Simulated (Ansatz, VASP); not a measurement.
# Two plane-wave programs on HfN

File POSCAR:

```
HfN
1.0
    3.4332100000      0.0000000000      0.0000000000
   -1.7166000000      2.9732400000      0.0000000000
    0.0000000000      0.0000000000      3.9698200000
Hf N
1 1
Direct
    0.0000000000      0.0000000000      0.5000000000
    0.0000000000      0.0000000000      0.0000000000
```

Contents of INCAR.step1:

```
SYSTEM = HfN
ALGO     = Normal         ! electronic algorithm
EDIFF    = 1E-4           ! SCF threshold, eV
ENCUT    = 520            ! plane-wave cutoff, eV
GGA      = PE             ! functional
ISMEAR   = -1             ! smearing method
LASPH    = .True.         ! aspherical terms in the spheres
LCHARG   = .False.        ! write CHGCAR
LREAL    = .False.        ! projectors in reciprocal space
LWAVE    = .True.         ! write WAVECAR
NBANDS   = 14             ! bands
NELM     = 60             ! most SCF steps
PREC     = Accurate       ! precision mode
SIGMA    = 0.05           ! smearing width, eV
```

File INCAR.step2:

```
SYSTEM = HfN
ALGO     = Normal         ! electronic algorithm
EDIFF    = 1E-6           ! SCF threshold, eV
ENCUT    = 520            ! plane-wave cutoff, eV
ISIF     = 2              ! what is computed and relaxed
ISMEAR   = -1             ! smearing method
ISTART   = 1            
LASPH    = .True.         ! aspherical terms in the spheres
LCHARG   = .True.         ! write CHGCAR
LELF     = .True.         ! ELF
LMIXTAU  = .True.       
LREAL    = .False.        ! projectors in reciprocal space
LVHAR    = .True.       
LWAVE    = .False.        ! write WAVECAR
METAGGA  = R2SCAN         ! meta-GGA
NBANDS   = 14             ! bands
NELM     = 60             ! most SCF steps
PREC     = Accurate       ! precision mode
SIGMA    = 0.05           ! smearing width, eV
```

The input KPOINTS:

```
k-points
0
Gamma
  9 9 7
  0 0 0
```

The input input.yaml:

```yaml
crystal:
  lattice:
    - [3.43321, 0.0, 0.0]
    - [-1.7166, 2.97324, 0.0]
    - [0.0, 0.0, 3.96982]
  atoms:
    - { symbol: Hf, position: [0.0, 0.0, 0.5] }
    - { symbol: "N", position: [0.0, 0.0, 0.0] }
hamiltonian:
  xc: r2scan
  pseudopotentials: { kind: paw }
kpoints:
  mp_grid: { grid: [9, 9, 7] }
  band_path:
    path:
      - [[0.0, 0.0, 0.0], [0.5, 0.0, 0.0], [0.3333333333, 0.3333333333, 0.0], [0.0, 0.0, 0.0], [0.0, 0.0, 0.5], [0.5, 0.0, 0.5], [0.3333333333, 0.3333333333, 0.5], [0.0, 0.0, 0.5]]
      - [[0.5, 0.0, 0.5], [0.5, 0.0, 0.0]]
      - [[0.3333333333, 0.3333333333, 0.0], [0.3333333333, 0.3333333333, 0.5]]
    npoints: 14
scf:
  occupations: { method: fermi_dirac, width: 0.05 }
  n_extra_bands: 6
output:
  forces: true
  stress: true
  eigenvalues: true
  fatbands: false
```

Alike in both runs: functional r2SCAN; k mesh 9 × 9 × 7; occupations fermi-dirac, width 0.05 eV; no spin polarisation.

```csv
,VASP,Ansatz
version,VASP 6.6.1,Ansatz 0.2.0
potentials or method,"VASP PAW PBE potentials, release 64 (Hf_pv, N)",Ansatz PAW
plane-wave cutoff (eV),520,500
valence electrons in the cell,15,31
task,single point,band structure
```

|  | VASP | Ansatz | Ansatz less VASP |
| --- | --- | --- | --- |
| gap on the k mesh at the Fermi level (eV) | none | none | - |
| pressure (GPa) | -1.5 | -1.3 | +0.16 |
| traceless stress, the component that is largest in VASP (GPa) | -2.87 | -2.97 | -0.098 |

VASP's potentials were made for PBE, not for r2SCAN. A gap of «none» marks a metal or a gap that the smearing closes. VASP's potentials hold 15 valence electrons a cell and Ansatz's 31, so a difference there can come from the potentials and not from the codes.

Neither program's run includes spin-orbit coupling.
